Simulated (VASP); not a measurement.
Set up this calculation in VASP 6.6.1, as the native input.

* Task: single point
* Functional: PBEsol
* Potentials or basis: VASP PAW PBE potentials, release 64 (Pb_d, Se)
* Cutoff: 500 eV
* k mesh: 5 × 5 × 5
* Occupations: gaussian, width 0.01 eV
* Spin: no spin polarisation
* Dipole correction: no
* Further INCAR settings: ALGO = Normal; EDIFF = 1e-06; NBANDS = 17

The structure of PbSe (Clausthalite) lies in POSCAR:

```
PbSe
1.0
    0.0000000000      3.0677024972      3.0677024972
    3.0677024972      0.0000000000      3.0677024972
    3.0677024972      3.0677024972      0.0000000000
Pb Se
1 1
Direct
    0.0000000000      0.0000000000      0.0000000000
    0.5000000000      0.5000000000      0.5000000000
```

These files were run (other wordings do the same):

INCAR

```
PREC = Accurate
ENCUT = 500
EDIFF = 1E-6
ISMEAR = 0
SIGMA = 0.01
LREAL = F
LASPH = T
NELM = 120
ALGO = Normal
ISIF = 2
LWAVE = F
LCHARG = F
GGA = PS
NBANDS = 17
GGA_COMPAT = F
```

KPOINTS

```
Automatic mesh
0
Gamma
  5 5 5
```

Potentials or basis: VASP PAW PBE potentials, release 64 (Pb_d, Se).

Launch:

```bash
$ cat potpaw_PBE.64/Pb_d/POTCAR potpaw_PBE.64/Se/POTCAR > POTCAR
$ mpirun -np 1 vasp_std > vasp.out
```

It gave:

```
Pressure : -1.0 GPa
```

Caveat: the PAW data sets were made with another functional, which shifts forces and pressure a little.

Run time: 8.5 s on 1 thread of Intel(R) Xeon(R) Platinum 8375C CPU @ 2.90GHz (Ice Lake), on a shared host, peak memory 0.17 GiB.
